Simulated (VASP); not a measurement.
Wanted: the native input for a VASP 6.6.1 run.

* Task: molecular dynamics
* Functional: PBE
* Potentials or basis: VASP PAW PBE potentials, release 64 (Nb_sv, P)
* Cutoff: 350 eV
* k mesh: 1 × 1 × 1, shifted
* Occupations: fermi-dirac, width 0.05 eV
* Spin: no spin polarisation
* Dipole correction: no
* Further INCAR settings: PREC = Normal; ALGO = Normal; EDIFF = 1e-05; NBANDS = 116; ISYM = 0; MAXMIX = 40; IBRION = 0; POTIM = 3.0; NSW = 40

The structure of NbP lies in POSCAR:

```
NbP
1.0
    7.0993410000      0.0072470000      0.0970110000
    0.0072470000      7.2553080000      0.1316980000
    0.0970110000      0.1316980000      7.1123290000
Nb P
11 11
Direct
    0.1115161839      0.6832824401      0.3951801489
    0.4730577419      0.0985157903      0.6479579549
    0.0691869864      0.8030117820      0.8839785345
    0.4684795742      0.6804963986      0.1588138548
    0.4424955481      0.5166906845      0.5931920747
    0.8476195242      0.2780616251      0.4849673769
    0.7577566031      0.8265393182      0.5352425048
    0.6278709979      0.0982809801      0.0739756301
    0.8511592132      0.4918428804      0.0894671027
    0.0090043987      0.0871346281      0.1659685194
    0.1287452082      0.3108887492      0.7950971554
    0.5910806974      0.3622097646      0.2967337053
    0.2988991217      0.0232334935      0.9890867652
    0.8465621929      0.5535817934      0.7364606056
    0.0889842251      0.0293692028      0.5019018996
    0.4081179217      0.8579762199      0.4185888786
    0.8230602164      0.8288141811      0.1669089993
    0.1813120660      0.3607378408      0.4465766784
    0.4664163781      0.7705229429      0.8041135221
    0.5160400041      0.3900054311      0.8926439125
    0.7889963984      0.1075930537      0.7936246334
    0.1974778621      0.5373593047      0.0780568229
```

These files were run (other wordings do the same):

INCAR

```
ALGO = Normal
EDIFF = 1E-5
ENCUT = 350
GGA = PE
GGA_COMPAT = F
IBRION = 0
ISIF = 2
ISMEAR = -1
ISYM = 0
LANGEVIN_GAMMA = 15 15
LASPH = T
LCHARG = T
LREAL = F
LWAVE = F
MAXMIX = 40
MDALGO = 3
NBANDS = 116
NELM = 120
NELMIN = 4
NSW = 40
POTIM = 3.0
PREC = Normal
RANDOM_SEED = 94971 0 0
SIGMA = 0.05
TEBEG = 300.0
TEEND = 300.0
```

KPOINTS

```
Automatic mesh
0
Gamma
  1 1 1
  0.25 0.25 0.25
```

Potentials or basis: VASP PAW PBE potentials, release 64 (Nb_sv, P).

Command:

```console
$ cat potpaw_PBE.64/Nb_sv/POTCAR potpaw_PBE.64/P/POTCAR > POTCAR
$ mpirun -np 1 vasp_std > vasp.out
```

Wall time 23 min on 1 thread of Intel Xeon 8259CL, on a shared host, peak memory 0.25 GiB.
